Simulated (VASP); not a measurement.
Crystal: BN.

```
CELL_PARAMETERS angstrom
0.00000 1.80483 1.80483
1.80483 0.00000 1.80483
1.80483 1.80483 0.00000
ATOMIC_POSITIONS crystal
B 0.00000 0.00000 0.00000
N 0.25000 0.25000 0.25000
```

Program: VASP 6.6.1. Alike in all runs: task single point; no spin polarisation; cell as given; cutoff (eV) 520; smearing gaussian 0.01 eV. Hardware: 1 thread of Intel Xeon 8259CL, with other jobs on the host.

Order these runs on this cell by their wall time, lowest first.
A. level PBE; potentials or basis VASP PAW PBE potentials, release 64 (B, N); k mesh 6 × 6 × 6
B. level r2SCAN; potentials or basis VASP PAW PBE potentials, release 64 (B, N); k mesh 12 × 12 × 12
C. level LDA; potentials or basis VASP PAW LDA potentials, release 64 (B, N); k mesh 12 × 12 × 12

A (5 s), C (12 s), B (55 s).

Caveats: some runs use coarse meshes.
